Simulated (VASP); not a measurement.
# Hf (I4/mmm) in VASP: notebook

Hf is run at these levels: PBEsol; tasks: single point.

All numbers are computed with VASP 6.6.1; they aren't measurements. Logs are shortened: lines on timing, memory, paths and dates and some standing lists are left out, and cuts for length are marked.

**1. The cell of the first run**

Symmetry: I4/mmm, No. 139, tetragonal system. Conventional cell: a = 3.610 Å, b = 3.610 Å, c = 3.664 Å, α = 90.00°, β = 90.00°, γ = 90.00°. Within 4.1 Å of Hf (site symmetry 4/mmm) lie 14 Hf at 3.14 to 3.66 Å.

**2. Single point, PBEsol (strain +0.000 along x and y, +0.015 along z)**

File INCAR:

```
  PREC = Accurate
  ENCUT = 520
  EDIFF = 1E-6
  ISMEAR = 0
  SIGMA = 0.15
  LREAL = False
  LASPH = True
  NELM = 100
  ALGO = Normal
  ISIF = 2
  LWAVE = False
  LCHARG = False
  GGA = PS
  NBANDS = 11
```

File KPOINTS:

```
regular mesh
0
Gamma
  18 18 18
```

File POSCAR:

```
Hf
1.0
   -1.8050000000      1.8050000000      1.8320750000
    1.8050000000     -1.8050000000      1.8320750000
    1.8050000000      1.8050000000     -1.8320750000
Hf
1
Direct
    0.0000000000      0.0000000000      0.0000000000
```

Potentials or basis: VASP PAW PBE potentials, release 64 (Hf_pv).

Launch:

```sh
$ cat potpaw_PBE.64/Hf_pv/POTCAR > POTCAR
$ mpirun -np 1 vasp_std > vasp.out
```

OUTCAR:

```text
PREC = Accurate
   ENCUT = 520
   EDIFF = 1E-6
   ISMEAR = 0
   LREAL = False
   LASPH = True
   NELM = 100
   ISIF = 2
   GGA = PS

 ion  position               nearest neighbor table
   1  0.000  0.000  0.000-

  LATTYP: Found a body centered tetragonal cell.
 ALAT       =     3.6100000000
 C/A-ratio  =     1.0150000000

  Lattice vectors:

 A1 = (  -1.8050000000,   1.8050000000,   1.8320750000)
 A2 = (   1.8050000000,  -1.8050000000,   1.8320750000)
 A3 = (   1.8050000000,   1.8050000000,  -1.8320750000)

Analysis of symmetry for initial positions (statically):
=====================================================================
 Subroutine PRICEL returns:
 Original cell was already a primitive cell.

 Routine SETGRP: Setting up the symmetry group for a
 body centered tetragonal supercell.

 Subroutine GETGRP returns: Found 16 space group operations
 (whereof 16 operations were pure point group operations)
 out of a pool of 16 trial point group operations.

The static configuration has the point symmetry D_4h.

Analysis of symmetry for dynamics (positions and initial velocities):
=====================================================================
 Subroutine PRICEL returns:
 Original cell was already a primitive cell.

 Routine SETGRP: Setting up the symmetry group for a
 body centered tetragonal supercell.

 Subroutine GETGRP returns: Found 16 space group operations
 (whereof 16 operations were pure point group operations)
 out of a pool of 16 trial point group operations.

The dynamic configuration has the point symmetry D_4h.

 Subroutine INISYM returns: Found 16 space group operations
 (whereof 16 operations are pure point group operations),
 and found     1 'primitive' translations

----------------------------------------------------------------------------------------

                                     Primitive cell

  volume of cell :      23.8758

  direct lattice vectors                    reciprocal lattice vectors
    -1.805000000  1.805000000  1.832075000     0.000000000  0.277008310  0.272914591
     1.805000000 -1.805000000  1.832075000     0.277008310  0.000000000  0.272914591
     1.805000000  1.805000000 -1.832075000     0.277008310  0.277008310  0.000000000

  length of vectors
     3.142061235  3.142061235  3.142061235     0.388864987  0.388864987  0.391748909

  position of ions in fractional coordinates (direct lattice)
     0.000000000  0.000000000  0.000000000

  ion indices of the primitive-cell ions
   primitive index   ion index
                 1           1

----------------------------------------------------------------------------------------

 KPOINTS: regular mesh

Automatic generation of k-mesh.
 Grid dimensions read from file:
 generate k-points for:   18   18   18

 Generating k-lattice:

  Cartesian coordinates                     Fractional coordinates (reciprocal lattice)
     0.000000000  0.015389351  0.015161922     0.055555556  0.000000000 -0.000000000
     0.015389351  0.000000000  0.015161922     0.000000000  0.055555556 -0.000000000
     0.015389351  0.015389351  0.000000000     0.000000000  0.000000000  0.055555556

  Length of vectors
     0.021603610  0.021603610  0.021763828

  Shift w.r.t. Gamma in fractional coordinates (k-lattice)
     0.000000000  0.000000000  0.000000000

 Subroutine IBZKPT returns following result:
 ===========================================

 Found    480 irreducible k-points:

 Following reciprocal coordinates:
            Coordinates               Weight
  0.000000  0.000000  0.000000      1.000000
  0.055556  0.000000 -0.000000      8.000000
  0.111111  0.000000 -0.000000      8.000000
  0.166667  0.000000 -0.000000      8.000000
  0.222222  0.000000  0.000000      8.000000
  0.277778  0.000000 -0.000000      8.000000
[... 16 lines left out ...]
 -0.277778  0.055556  0.000000     16.000000
 -0.222222  0.055556  0.000000     16.000000
 [... further k-points ...]
   k-points           NKPTS =    480   k-points in BZ     NKDIM =    480   number of bands    NBANDS=     11
   number of dos      NEDOS =    301   number of ions     NIONS =      1
   total plane-waves  NPLWV =  13824
   dimension x,y,z NGX =    24 NGY =   24 NGZ =   24
   dimension x,y,z NGXF=    48 NGYF=   48 NGZF=   48
   ions per type =               1
   NGX,Y,Z   is equivalent  to a cutoff of  12.70, 12.70, 12.70 a.u.
   NGXF,Y,Z  is equivalent  to a cutoff of  25.40, 25.40, 25.40 a.u.
 SYSTEM =  unknown system
   PREC   = accura    normal or accurate (medium, high low for compatibility)
   ISTART =      0    job   : 0-new  1-cont  2-samecut
   ICHARG =      2    charge: 1-file 2-atom 10-const
   ISPIN  =      1    spin polarized calculation?
   LNONCOLLINEAR =      F non collinear calculations
   LSORBIT =      F    spin-orbit coupling
   LASPH  =      T    aspherical Exc in radial PAW
   ENCUT  =  520.0 eV  38.22 Ry    6.18 a.u.   5.84  5.84  5.84*2*pi/ulx,y,z
   NELM   =    100;   NELMIN=  2; NELMDL= -5     # of ELM steps
   EDIFF  = 0.1E-05   stopping-criterion for ELM
   LREAL  =      F    real-space projection
   EDIFFG = 0.1E-04   stopping-criterion for IOM
   NSW    =      0    number of steps for IOM
   IBRION =     -1    ionic relax: 0-MD 1-quasi-New 2-CG
   NFREE  =      0    steps in history (QN), initial steepest desc. (CG)
   ISIF   =      2    stress and relaxation
   ISYM   =      2    0-nonsym 1-usesym 2-fastsym
   POTIM  = 0.5000    time-step for ionic-motion
   TEBEG  =    0.0;   TEEND  =   0.0 temperature during run
   PSTRESS=    0.0 pullay stress
   NELECT =      10.0000    total number of electrons
   NUPDOWN=      -1.0000    fix difference up-down
   EMIN   =  10.00;   EMAX   =-10.00  energy-range for DOS
   EFERMI =   0.00;   METHOD = LEGACY
   ISMEAR =     0;   SIGMA  =   0.15  broadening in eV -4-tet -1-fermi 0-gaus
   EFERMI_NEDOS =   21; number of points for ismear=-14 and -15
   IALGO  =     38    algorithm
   IMIX   =      4    mixing-type and parameters
     AMIX     =   0.40;   BMIX     =  1.00
     AMIX_MAG =   1.60;   BMIX_MAG =  1.00
  volume/ion in A,a.u.               =      23.88       161.12
  Fermi-wavevector in a.u.,A,eV,Ry     =   1.224867  2.314663 20.412811  1.500299
  Thomas-Fermi vector in A             =   2.359926
   LORBIT       =      0    0 simple, 1 ext, 2 COOP (PROOUT), +10 PAW based schemes
   GGA     = PS    functional components
   LHFCALC =     F    Hartree Fock is set to
   AEXX    =    0.0000 exact exchange contribution
   IVDW    =     0    specifies the selected vdW correction
   LEPSILON=     F    determine dielectric tensor
   LRPA    =     F    only Hartree local field effects (RPA)
 non-spin polarized calculation
 Gauss-broadening in eV      SIGMA  =   0.15
  energy-cutoff  :      520.00
  volume of cell :       23.88
 maximum number of plane-waves:       682
   NGX = 11   NGY = 11   NGZ = 11

 number of electron      10.0000000 magnetization

 number of electron       9.9999999 magnetization

 Free energy of the ion-electron system (eV)
  ---------------------------------------------------
  ext. energy  EPLUGINS =         0.00000000
  ---------------------------------------------------
  free energy    TOTEN  =       -10.25133295 eV

  energy without entropy =      -10.22733080  energy(sigma->0) =      -10.23933188

 E-fermi :   3.9979     XC(G=0): -11.0979

 val. band max:        3.9965193056   @ k =  -0.2778   0.2778   0.2222
 cond. band min:       4.0002212129   @ k =  -0.1111   0.3889   0.1111
 fundamental gap:      0.0037019072
 Fermi energy:         3.9979122355

 k-point     1 :       0.0000    0.0000    0.0000
  band No.  band energies     occupation
      1     -26.0452      2.00000
      2     -26.0448      2.00000
      3     -26.0448      2.00000
      4      -2.8361      2.00000
      5       5.3977      0.00000
      6       5.3977      0.00000
      7       5.5482      0.00000
      8       7.9490      0.00000
      9       8.1557      0.00000
     10      16.8580      0.00000
     11      17.0685      0.00000

 k-point     2 :       0.0556    0.0000   -0.0000
  band No.  band energies     occupation
      1     -26.0661      2.00000
      2     -26.0514      2.00000
      3     -26.0450      2.00000
      4      -2.7302      2.00000
      5       5.3724      0.00000
      6       5.3742      0.00000
      7       5.6022      0.00000
      8       7.8514      0.00000
      9       8.1306      0.00000
     10      17.0229      0.00000
     11      17.0313      0.00000

 k-point     3 :       0.1111    0.0000   -0.0000
  band No.  band energies     occupation
      1     -26.1265      2.00000
      2     -26.0704      2.00000
      3     -26.0449      2.00000
      4      -2.4202      2.00000
      5       5.1936      0.00000
      6       5.2678      0.00000
      7       5.8896      0.00000
      8       7.6180      0.00000
      9       8.1109      0.00000
     10      16.9882      0.00000
     11      17.3055      0.00000

 k-point     4 :       0.1667    0.0000   -0.0000
  band No.  band energies     occupation
      1     -26.2177      2.00000
      2     -26.0994      2.00000
      3     -26.0448      2.00000
      4      -1.9305      2.00000
      5       4.9130      0.00000
      6       5.0322      0.00000
      7       6.3885      0.00000
      8       7.4504      0.00000
      9       8.1203      0.00000
     10      16.9858      0.00000
     11      17.4902      0.00000
[... 239 lines left out ...]
 k-point    22 :      -0.3333    0.0556    0.0000
  band No.  band energies     occupation
      1     -26.4987      2.00000
      2     -26.1916      2.00000
      3     -26.0533      2.00000
      4      -0.2070      2.00000
      5       4.1335      0.20109
      6       4.2309      0.02807
      7       7.5627      0.00000
      8       8.4399      0.00000
      9       8.4743      0.00000
     10      15.9485      0.00000
     11      16.3591      0.00000

 k-point    23 :      -0.2778    0.0556    0.0000
  band No.  band energies     occupation
      1     -26.3915      2.00000
      2     -26.1531      2.00000
      3     -26.0533      2.00000
      4      -0.8877      2.00000
      5       4.4244      0.00006
      6       4.4671      0.00001
      7       7.4076      0.00000
      8       7.5677      0.00000
      9       8.3174      0.00000
     10      16.9269      0.00000
     11      17.0229      0.00000

 k-point    24 :      -0.2222    0.0556    0.0000
  band No.  band energies     occupation
      1     -26.2819      2.00000
      2     -26.1146      2.00000
      3     -26.0531      2.00000
      4      -1.5542      2.00000
      5       4.7383      0.00000
      6       4.8041      0.00000
      7       6.7919      0.00000
      8       7.3650      0.00000
      9       8.2057      0.00000
     10      16.9827      0.00000
     11      17.5764      0.00000

 [... further k-points ...]
[... 5 lines left out ...]
  --------------------------------------------------------------------------------------
  -------------------------------------------------------------------------------------
  Total       -1.5823962     -1.5823962     -1.4831507      0.0000000     -0.0000000      0.0000000
  in kB     -106.1862173   -106.1862173    -99.5263800      0.0000000     -0.0000000      0.0000000
  external PRESSURE =    -103.9662715 kB  Pullay stress =       0.0000000 kB

 VOLUME and BASIS-vectors are now :
 -----------------------------------------------------------------------------
  energy-cutoff  :      520.00
  volume of cell :       23.88
      direct lattice vectors                 reciprocal lattice vectors
    -1.805000000  1.805000000  1.832075000     0.000000000  0.277008310  0.272914591
     1.805000000 -1.805000000  1.832075000     0.277008310  0.000000000  0.272914591
     1.805000000  1.805000000 -1.832075000     0.277008310  0.277008310  0.000000000

 POSITION                                       TOTAL-FORCE (eV/Angst)
 -----------------------------------------------------------------------------------
      0.00000      0.00000      0.00000         0.000000     -0.000000      0.000000
 -----------------------------------------------------------------------------------
    total drift:                                0.000000      0.000000      0.000000

  FREE ENERGIE OF THE ION-ELECTRON SYSTEM (eV)
  ---------------------------------------------------
  free  energy   TOTEN  =       -10.2513329516 eV

  energy  without entropy=      -10.2273308023  energy(sigma->0) =      -10.23933188
```

Wall time 52 s (1 thread of Intel Xeon Platinum 8488C (Sapphire Rapids), shared host); peak memory 0.24 GiB.

Results:

```
Free energy            : -10.2513 eV
Pressure               : -10.4 GPa
Band gap on the k mesh : zero (band 5 reaches 5.40 eV, above the bottom of band 6 at 3.31 eV)
```

Caveat: the cell differs from its parent crystal (strain +0.000 along x and y, +0.015 along z); the PAW data sets were made with another functional, which shifts forces and pressure a little; spin-orbit coupling is left out, which moves the levels of the heavy elements.

**3. Single point, PBEsol (strain +0.015 along x and y, -0.015 along z)**

File INCAR:

```
SYSTEM = Hf
PREC = Accurate
ENCUT = 520
EDIFF = 1E-7
ISMEAR = 0
SIGMA = 0.15
LREAL = .FALSE.
LASPH = .TRUE.
NELM = 100
ALGO = Fast
ISIF = 2
LWAVE = .FALSE.
LCHARG = .FALSE.
GGA = PS
NBANDS = 11
```

File KPOINTS:

```
regular mesh
0
G
  18 18 18
  0 0 0
```

File POSCAR:

```
Hf
1.0
   -1.8320750000      1.8320750000      1.7779250000
    1.8320750000     -1.8320750000      1.7779250000
    1.8320750000      1.8320750000     -1.7779250000
Hf
1
Direct
    0.0000000000      0.0000000000      0.0000000000
```

Potentials or basis: VASP PAW PBE potentials, release 64 (Hf_pv).

Launch:

```sh
$ cat potpaw_PBE.64/Hf_pv/POTCAR > POTCAR
$ mpirun -np 1 vasp_std > vasp.out
```

OUTCAR:

```text
SYSTEM = Hf
   PREC = Accurate
   ENCUT = 520
   EDIFF = 1E-7
   ISMEAR = 0
   LREAL = .FALSE.
   LASPH = .TRUE.
   NELM = 100
   ISIF = 2
   GGA = PS

 ion  position               nearest neighbor table
   1  0.000  0.000  0.000-

  LATTYP: Found a body centered tetragonal cell.
 ALAT       =     3.6641500000
 C/A-ratio  =     0.9704433498

  Lattice vectors:

 A1 = (  -1.8320750000,   1.8320750000,   1.7779250000)
 A2 = (   1.8320750000,  -1.8320750000,   1.7779250000)
 A3 = (   1.8320750000,   1.8320750000,  -1.7779250000)
[... 509 lines left out ...]
      3     -26.0525      2.00000
      4      -1.5497      2.00000
      5       4.6260      0.00000
      6       4.9042      0.00000
      7       6.7703      0.00000
      8       7.4096      0.00000
      9       8.2080      0.00000
     10      17.5622      0.00000
     11      18.3797      0.00000

 [... further k-points ...]
[... 5 lines left out ...]
  --------------------------------------------------------------------------------------
  -------------------------------------------------------------------------------------
  Total       -1.4630457     -1.4630457     -1.7001710      0.0000000     -0.0000000      0.0000000
  in kB      -98.1993346    -98.1993346   -114.1151401      0.0000000     -0.0000000      0.0000000
  external PRESSURE =    -103.5046031 kB  Pullay stress =       0.0000000 kB

 VOLUME and BASIS-vectors are now :
 -----------------------------------------------------------------------------
  energy-cutoff  :      520.00
  volume of cell :       23.87
      direct lattice vectors                 reciprocal lattice vectors
    -1.832075000  1.832075000  1.777925000     0.000000000  0.272914591  0.281226711
     1.832075000 -1.832075000  1.777925000     0.272914591  0.000000000  0.281226711
     1.832075000  1.832075000 -1.777925000     0.272914591  0.272914591  0.000000000

 POSITION                                       TOTAL-FORCE (eV/Angst)
 -----------------------------------------------------------------------------------
      0.00000      0.00000      0.00000        -0.000000     -0.000000     -0.000000
 -----------------------------------------------------------------------------------
    total drift:                                0.000000      0.000000     -0.000000

  FREE ENERGIE OF THE ION-ELECTRON SYSTEM (eV)
  ---------------------------------------------------
  free  energy   TOTEN  =       -10.2534148893 eV

  energy  without entropy=      -10.2289170904  energy(sigma->0) =      -10.24116599
```

OSZICAR:

```text
N       E                     dE             d eps       ncg     rms          rms(c)
DAV:   1     0.119431320238E+02    0.11943E+02   -0.56911E+03 10632   0.832E+02
DAV:   2    -0.102198316423E+02   -0.22163E+02   -0.21466E+02 13327   0.153E+02
DAV:   3    -0.106806537104E+02   -0.46082E+00   -0.45516E+00 13268   0.150E+01
DAV:   4    -0.106827163323E+02   -0.20626E-02   -0.20619E-02 11955   0.120E+00
DAV:   5    -0.106827298174E+02   -0.13485E-04   -0.13485E-04 13294   0.851E-02    0.440E+01
RMM:   6    -0.103561181465E+02    0.32661E+00   -0.21709E-01 10755   0.301E+00    0.246E+01
RMM:   7    -0.102567325874E+02    0.99386E-01   -0.37517E-01 11693   0.408E+00    0.111E+00
RMM:   8    -0.102531483302E+02    0.35843E-02   -0.25034E-02 11697   0.128E+00    0.432E-01
RMM:   9    -0.102533790019E+02   -0.23067E-03   -0.37642E-03 13825   0.485E-01    0.126E-01
RMM:  10    -0.102534240534E+02   -0.45052E-04   -0.59919E-04 14418   0.185E-01    0.972E-02
RMM:  11    -0.102534141038E+02    0.99496E-05   -0.75299E-05 13626   0.770E-02    0.436E-02
RMM:  12    -0.102534145767E+02   -0.47287E-06   -0.11442E-05 14769   0.273E-02    0.607E-03
RMM:  13    -0.102534149561E+02   -0.37940E-06   -0.18286E-06 13359   0.118E-02    0.769E-03
RMM:  14    -0.102534148529E+02    0.10325E-06   -0.40485E-07 12897   0.504E-03    0.249E-03
RMM:  15    -0.102534148893E+02   -0.36477E-07   -0.66409E-08  9344   0.197E-03
   1 F= -.10253415E+02 E0= -.10241166E+02  d E =-.244978E-01
```

stdout:

```text
POSCAR found type information on POSCAR Hf
 POSCAR found :  1 types and       1 ions
 scaLAPACK will be used
 -----------------------------------------------------------------------------
|                                                                             |
|                                                                             |
|     You enforced a specific xc type in the INCAR file but a different       |
|     I HOPE YOU KNOW WHAT YOU ARE DOING!                                     |
|                                                                             |
 -----------------------------------------------------------------------------

 LDA part: xc-table for (Slater+PW92), standard interpolation
 POSCAR, INCAR and KPOINTS ok, starting setup
 FFT: planning ... GRIDC
 FFT: planning ... GRID_SOFT
 FFT: planning ... GRID
 WAVECAR not read
 entering main loop
```

It took 66 s on 1 thread of Intel Xeon Platinum 8488C (Sapphire Rapids), shared host; peak memory 0.23 GiB.

What came out:

```
Free energy            : -10.2534 eV
Pressure               : -10.4 GPa
Band gap on the k mesh : zero (band 5 reaches 5.36 eV, above the bottom of band 6 at 3.36 eV)
```

Levels at points of the mesh, in eV from the Fermi level:
```csv
k point,band 1,band 2,band 3,band 4,band 5,band 6,band 7,band 8,band 9,band 10
"(0.00, 0.00, 0.00)",-30.05,-30.05,-30.05,-6.84,1.24,1.56,1.56,3.83,4.26,12.86
"(0.50, 0.00, 0.00)",-30.70,-30.27,-30.05,-3.18,-0.52,0.92,3.93,4.91,7.05,9.31
"(0.50, 0.50, 0.00)",-30.71,-30.25,-30.04,-3.24,-0.19,0.75,3.57,4.65,6.99,9.20
"(0.50, 0.50, 0.50)",-30.53,-30.53,-30.49,-2.35,-2.27,6.26,6.26,6.36,6.50,6.50
```

Caveat: the cell differs from its parent crystal (strain +0.015 along x and y, -0.015 along z); the PAW data sets were made with another functional, which shifts forces and pressure a little; spin-orbit coupling is left out, which moves the levels of the heavy elements.

(Continued in part 2 of 2.)
